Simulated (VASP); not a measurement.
Input of a VASP 6.6.1 run:

Contents of INCAR:

```
SYSTEM = CsCl
PREC = Accurate ; ENCUT = 500
EDIFF = 1E-6 ; ISMEAR = 0
SIGMA = 0.01 ; LREAL = .FALSE.
LASPH = .TRUE. ; NELM = 120
ALGO = Normal ; ISIF = 2
LWAVE = .FALSE. ; LCHARG = .FALSE.
GGA = PE ; NBANDS = 15
GGA_COMPAT = .FALSE.
```

File KPOINTS:

```
Automatic mesh
0
G
  4 4 4
  0 0 0
```

The input POSCAR:

```
CsCl
1.0
    4.1406759133      0.0000000000      0.0000000000
    0.0000000000      4.1406759133      0.0000000000
    0.0000000000      0.0000000000      4.1406759133
Cs Cl
1 1
Direct
    0.0000000000      0.0000000000      0.0000000000
    0.5000000000      0.5000000000      0.5000000000
```

Potentials or basis: VASP PAW PBE potentials, release 64 (Cs_sv, Cl).

The run is started by

```bash
$ cat potpaw_PBE.64/Cs_sv/POTCAR potpaw_PBE.64/Cl/POTCAR > POTCAR
$ mpirun -np 1 vasp_std > vasp.out
```

Q: Estimate the pressure.

A: 0.8 GPa.

Q: Estimate the band gap on the k mesh.

A: 5.20 eV, direct.

Caveat: spin-orbit coupling is left out, which moves the levels of the heavy elements. A hybrid or GW would open this gap; PBE tends to underestimate it.
